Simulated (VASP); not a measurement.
# Pt (I4/mmm) in VASP: notebook

Runs on Pt. Level: PBE. Tasks: single point.

Program: VASP 6.6.1. These are calculated values, not measurements. Logs are shortened: lines on timing, memory, paths and dates and some standing lists are left out, and cuts for length are marked.

**1. The cell of the first run**

Symmetry: I4/mmm, No. 139, tetragonal system. The conventional cell has a = 2.977 Å, b = 2.977 Å, c = 3.916 Å, α = 90.00°, β = 90.00°, γ = 90.00°. Within 4.0 Å of Pt (site symmetry 4/mmm) lie 14 Pt at 2.87 to 3.92 Å.

**2. Single point, PBE (strain +0.0750 x Voigt [1, 1, 0, 0, 0, 0])**

The input, INCAR:

```
SYSTEM = Pt
PREC = Accurate ; ENCUT = 520
EDIFF = 1E-6 ; ISMEAR = -1
SIGMA = 0.02 ; LREAL = .FALSE.
LASPH = .TRUE. ; NELM = 60
ALGO = Normal ; ISIF = 2
LWAVE = .FALSE. ; LCHARG = .FALSE.
GGA = PE ; NBANDS = 11
```

The input, KPOINTS:

```
regular mesh
0
G
  20 20 20
  0 0 0
```

The input, POSCAR:

```
Pt
1.0
    0.0000000000      2.1047425000      1.9579000000
    2.1047425000      0.0000000000      1.9579000000
    2.1047425000      2.1047425000      0.0000000000
Pt
1
Direct
    0.0000000000      0.0000000000      0.0000000000
```

Potentials or basis: VASP PAW PBE potentials, release 64 (Pt).

Started as:

```
$ cat potpaw_PBE.64/Pt/POTCAR > POTCAR
$ mpirun -np 1 vasp_std > vasp.out
```

OUTCAR:

```text
SYSTEM = Pt
   PREC = Accurate
   ENCUT = 520
   EDIFF = 1E-6
   ISMEAR = -1
   LREAL = .FALSE.
   LASPH = .TRUE.
   NELM = 60
   ISIF = 2
   GGA = PE

 ion  position               nearest neighbor table
   1  0.000  0.000  0.000-

  LATTYP: Found a body centered tetragonal cell.
 ALAT       =     2.9765553888
 C/A-ratio  =     1.3155474999

  Lattice vectors:

 A1 = (   0.0000000000,  -2.1047425000,  -1.9579000000)
 A2 = (   0.0000000000,   2.1047425000,  -1.9579000000)
 A3 = (   2.1047425000,   0.0000000000,   1.9579000000)

Analysis of symmetry for initial positions (statically):
=====================================================================
 Subroutine PRICEL returns:
 Original cell was already a primitive cell.

 Routine SETGRP: Setting up the symmetry group for a
 body centered tetragonal supercell.

 Subroutine GETGRP returns: Found 16 space group operations
 (whereof 16 operations were pure point group operations)
 out of a pool of 16 trial point group operations.

The static configuration has the point symmetry D_4h.

Analysis of symmetry for dynamics (positions and initial velocities):
=====================================================================
 Subroutine PRICEL returns:
 Original cell was already a primitive cell.

 Routine SETGRP: Setting up the symmetry group for a
 body centered tetragonal supercell.

 Subroutine GETGRP returns: Found 16 space group operations
 (whereof 16 operations were pure point group operations)
 out of a pool of 16 trial point group operations.

The dynamic configuration has the point symmetry D_4h.

 Subroutine INISYM returns: Found 16 space group operations
 (whereof 16 operations are pure point group operations),
 and found     1 'primitive' translations

----------------------------------------------------------------------------------------

                                     Primitive cell

  volume of cell :      17.3468

  direct lattice vectors                    reciprocal lattice vectors
     0.000000000  2.104742500  1.957900000    -0.237558751  0.237558751  0.255375658
     2.104742500  0.000000000  1.957900000     0.237558751 -0.237558751  0.255375658
     2.104742500  2.104742500  0.000000000     0.237558751  0.237558751 -0.255375658

  length of vectors
     2.874597955  2.874597955  2.976555389     0.422001241  0.422001241  0.422001241

  position of ions in fractional coordinates (direct lattice)
     0.000000000  0.000000000  0.000000000

  ion indices of the primitive-cell ions
   primitive index   ion index
                 1           1

[... 82 lines left out ...]
   NELECT =      10.0000    total number of electrons
   NUPDOWN=      -1.0000    fix difference up-down
   EMIN   =  10.00;   EMAX   =-10.00  energy-range for DOS
   EFERMI =   0.00;   METHOD = LEGACY
   ISMEAR =    -1;   SIGMA  =   0.02  broadening in eV -4-tet -1-fermi 0-gaus
   EFERMI_NEDOS =   21; number of points for ismear=-14 and -15
   IALGO  =     38    algorithm
   IMIX   =      4    mixing-type and parameters
     AMIX     =   0.40;   BMIX     =  1.00
     AMIX_MAG =   1.60;   BMIX_MAG =  1.00
  volume/ion in A,a.u.               =      17.35       117.06
  Fermi-wavevector in a.u.,A,eV,Ry     =   1.362496  2.574745 25.257805  1.856396
  Thomas-Fermi vector in A             =   2.488981
   LORBIT       =      0    0 simple, 1 ext, 2 COOP (PROOUT), +10 PAW based schemes
   GGA     = PE    functional components
   LHFCALC =     F    Hartree Fock is set to
   AEXX    =    0.0000 exact exchange contribution
   IVDW    =     0    specifies the selected vdW correction
   LEPSILON=     F    determine dielectric tensor
   LRPA    =     F    only Hartree local field effects (RPA)
 non-spin polarized calculation
  energy-cutoff  :      520.00
  volume of cell :       17.35
 maximum number of plane-waves:       491
 NGX is ok and might be reduce to    24
   NGX = 11   NGY = 11   NGZ = 11

 number of electron      10.0000001 magnetization

 Free energy of the ion-electron system (eV)
  ---------------------------------------------------
  ext. energy  EPLUGINS =         0.00000000
  ---------------------------------------------------
  free energy    TOTEN  =        -5.97464845 eV

  energy without entropy =       -5.97179628  energy(sigma->0) =       -5.97322236

 E-fermi :   8.7396     XC(G=0): -12.6601

 val. band max:        8.7380705076   @ k =  -0.4000   0.1500   0.1000
 cond. band min:       8.7415993099   @ k =   0.5000   0.0500   0.4000
 fundamental gap:      0.0035288023
 Fermi energy:         8.7396265130

 k-point     1 :       0.0000    0.0000    0.0000
  band No.  band energies     occupation
      1       0.0378      2.00000
      2       5.5620      2.00000
      3       5.5620      2.00000
      4       6.2249      2.00000
      5       7.0708      2.00000
      6       7.8051      2.00000
      7      23.7706      0.00000
      8      27.4074      0.00000
      9      27.4074      0.00000
     10      28.8699      0.00000
     11      32.8455      0.00000
[... 309 lines left out ...]
 k-point    24 :      -0.3500    0.0500    0.0000
  band No.  band energies     occupation
      1       2.7588      2.00000
      2       5.5853      2.00000
      3       6.1383      2.00000
      4       6.5909      2.00000
      5       8.2091      2.00000
      6       8.5554      1.99980
      7      17.0425      0.00000
      8      23.8781      0.00000
      9      27.6668      0.00000
     10      27.8831      0.00000
     11      32.8017      0.00000

 [... further k-points ...]

------------------------ aborting loop because EDIFF is reached ----------------------------------------

  FORCE on cell =-STRESS in cart. coord.  units (eV):
  Direction    XX          YY          ZZ          XY          YZ          ZX
  --------------------------------------------------------------------------------------
  -------------------------------------------------------------------------------------
  Total       -2.1897278     -2.1897278     -1.9062937      0.0000000      0.0000000      0.0000000
  in kB     -202.2470874   -202.2470874   -176.0686173      0.0000000      0.0000000      0.0000000
  external PRESSURE =    -193.5209307 kB  Pullay stress =       0.0000000 kB

 VOLUME and BASIS-vectors are now :
 -----------------------------------------------------------------------------
  energy-cutoff  :      520.00
  volume of cell :       17.35
      direct lattice vectors                 reciprocal lattice vectors
     0.000000000  2.104742500  1.957900000    -0.237558751  0.237558751  0.255375658
     2.104742500  0.000000000  1.957900000     0.237558751 -0.237558751  0.255375658
     2.104742500  2.104742500  0.000000000     0.237558751  0.237558751 -0.255375658

 POSITION                                       TOTAL-FORCE (eV/Angst)
 -----------------------------------------------------------------------------------
      0.00000      0.00000      0.00000         0.000000      0.000000      0.000000
 -----------------------------------------------------------------------------------
    total drift:                               -0.000000      0.000000      0.000000

  FREE ENERGIE OF THE ION-ELECTRON SYSTEM (eV)
  ---------------------------------------------------
  free  energy   TOTEN  =        -5.9746484524 eV

  energy  without entropy=       -5.9717962752  energy(sigma->0) =       -5.97322236
```

stdout:

```text
POSCAR found type information on POSCAR Pt
 POSCAR found :  1 types and       1 ions
 scaLAPACK will be used
 LDA part: xc-table for (Slater+PW92), standard interpolation
 POSCAR, INCAR and KPOINTS ok, starting setup
 FFT: planning ... GRIDC
 FFT: planning ... GRID_SOFT
 FFT: planning ... GRID
 WAVECAR not read
 entering main loop
```

Wall time 60 s (1 thread of Intel Xeon Platinum 8488C (Sapphire Rapids), shared host); peak memory 0.24 GiB.

Results:

```
Free energy            : -5.9746 eV
Pressure               : -19.4 GPa
Band gap on the k mesh : zero (bands 5 and 6 overlap by 1.97 eV)
```

Stress tensor (GPa, compression positive):
```
-20.22   0.00   0.00
  0.00 -20.22   0.00
  0.00   0.00 -17.61
```

Caveat: the cell differs from its parent crystal (strain +0.0750 x Voigt [1, 1, 0, 0, 0, 0]); the cell stands under tension; spin-orbit coupling is left out, which moves the levels of the heavy elements.

**3. Single point, PBE (strain +0.0875 x Voigt [1, 1, 0, 0, 0, 0])**

The input, INCAR:

```
SYSTEM = Pt
PREC = Accurate
ENCUT = 520
EDIFF = 1E-6
ISMEAR = -1
SIGMA = 0.02
LREAL = .FALSE.
LASPH = .TRUE.
NELM = 100
ALGO = Normal
ISIF = 2
LWAVE = .FALSE.
LCHARG = .TRUE.
GGA = PE
LELF = .TRUE.
LVHAR = .TRUE.
NBANDS = 11
```

KPOINTS is that of step 2.

The input, POSCAR:

```
Pt
1.0
    0.0000000000      2.1292162500      1.9579000000
    2.1292162500      0.0000000000      1.9579000000
    2.1292162500      2.1292162500      0.0000000000
Pt
1
Direct
    0.0000000000      0.0000000000      0.0000000000
```

Potentials or basis: VASP PAW PBE potentials, release 64 (Pt).

Started as:

```
$ cat potpaw_PBE.64/Pt/POTCAR > POTCAR
$ mpirun -np 1 vasp_std > vasp.out
```

Run time: 68 s. Hardware: 1 thread of Intel Xeon Platinum 8488C (Sapphire Rapids), shared host; peak memory 0.25 GiB.

The run converged. Its results:

* Free energy: -5.9202 eV
* Pressure: -22.1 GPa
* Band gap on the k mesh: zero (bands 5 and 6 overlap by 1.96 eV)

Stress tensor (GPa, compression positive):
```
-22.93   0.00   0.00
  0.00 -22.93   0.00
  0.00   0.00 -20.44
```

Levels at points of the mesh, in eV from the Fermi level:
| k point | band 2 | band 3 | band 4 | band 5 | band 6 | band 7 | band 8 | band 9 |
| --- | --- | --- | --- | --- | --- | --- | --- | --- |
| (0.00, 0.00, 0.00) | -3.07 | -3.07 | -2.34 | -1.66 | -0.85 | 15.09 | 18.53 | 18.53 |
| (0.50, 0.00, 0.00) | -3.27 | -2.50 | -0.16 | 0.23 | 0.24 | 4.78 | 14.30 | 17.00 |
| (0.50, 0.50, 0.00) | -5.05 | 0.02 | 0.40 | 0.40 | 3.15 | 8.55 | 9.96 | 9.96 |
| (0.50, 0.00, 0.50) | -5.01 | -0.04 | 0.08 | 0.62 | 1.70 | 6.72 | 11.30 | 11.57 |

Caveat: the cell differs from its parent crystal (strain +0.0875 x Voigt [1, 1, 0, 0, 0, 0]); the cell stands under tension; spin-orbit coupling is left out, which moves the levels of the heavy elements.

**4. Single point, PBE (strain +0.1000 x Voigt [1, 1, 0, 0, 0, 0])**

The input, INCAR:

```
  ALGO = Normal
  EDIFF = 1E-6
  ENCUT = 520
  GGA = PE
  ISIF = 2
  ISMEAR = -1
  LASPH = T
  LCHARG = F
  LREAL = F
  LWAVE = F
  NBANDS = 11
  NELM = 100
  PREC = Accurate
  SIGMA = 0.02
```

The input, KPOINTS:

```
k-points
0
Gamma
  20 20 20
```

The input, POSCAR:

```
Pt
1.0
    0.0000000000      2.1536900000      1.9579000000
    2.1536900000      0.0000000000      1.9579000000
    2.1536900000      2.1536900000      0.0000000000
Pt
1
Direct
    0.0000000000      0.0000000000      0.0000000000
```

Started as:

```
$ cat potpaw_PBE.64/Pt/POTCAR > POTCAR
$ mpirun -np 1 vasp_std > vasp.out
```

It took 68 s on 1 thread of Intel Xeon Platinum 8488C (Sapphire Rapids), shared host; peak memory 0.25 GiB.

It converged, with:

| Quantity | Value |
| --- | --- |
| Free energy | -5.8588 eV |
| Pressure | -24.4 GPa |
| Band gap on the k mesh | zero (bands 5 and 6 overlap by 1.90 eV) |

Stress tensor (GPa, compression positive):
```
-25.13   0.00   0.00
  0.00 -25.13   0.00
  0.00   0.00 -22.88
```

Levels at points of the mesh, in eV from the Fermi level:
```csv
k point,band 1,band 2,band 3,band 4,band 5,band 6,band 7,band 8,band 9,band 10
"(0.00, 0.00, 0.00)",-8.24,-2.97,-2.97,-2.17,-1.65,-0.78,15.15,18.39,18.39,20.13
"(0.50, 0.00, 0.00)",-5.53,-3.18,-2.34,-0.17,0.27,0.33,4.66,14.27,16.71,19.02
"(0.50, 0.50, 0.00)",-5.11,-4.85,0.03,0.39,0.39,3.33,8.49,9.78,9.78,17.18
"(0.50, 0.00, 0.50)",-5.27,-4.81,-0.05,0.05,0.62,1.70,6.47,11.31,11.58,18.67
```

Caveat: the cell differs from its parent crystal (strain +0.1000 x Voigt [1, 1, 0, 0, 0, 0]); the cell stands under tension; spin-orbit coupling is left out, which moves the levels of the heavy elements.

**5. The runs side by side**

| cell | gap on the mesh (eV) | pressure (GPa) |
| --- | --- | --- |
| a = 2.875, b = 2.875, c = 2.977 Å, angles 58.8, 58.8, 62.4°, 1 atom | none | -19.4 |
| a = 2.893, b = 2.893, c = 3.011 Å, angles 58.6, 58.6, 62.7°, 1 atom | none | -22.1 |
| a = 2.911, b = 2.911, c = 3.046 Å, angles 58.5, 58.5, 63.1°, 1 atom | none | -24.4 |

Alike in all rows: task single point; level PBE; potentials or basis VASP PAW PBE potentials, release 64 (Pt); no spin polarisation; k mesh 20 × 20 × 20; cutoff (eV) 520; smearing fermi-dirac 0.02 eV.

Caveats: the cell stands under tension; spin-orbit coupling is left out, which moves the levels of the heavy elements.

Absolute energies hang on the potentials; compare differences alone.
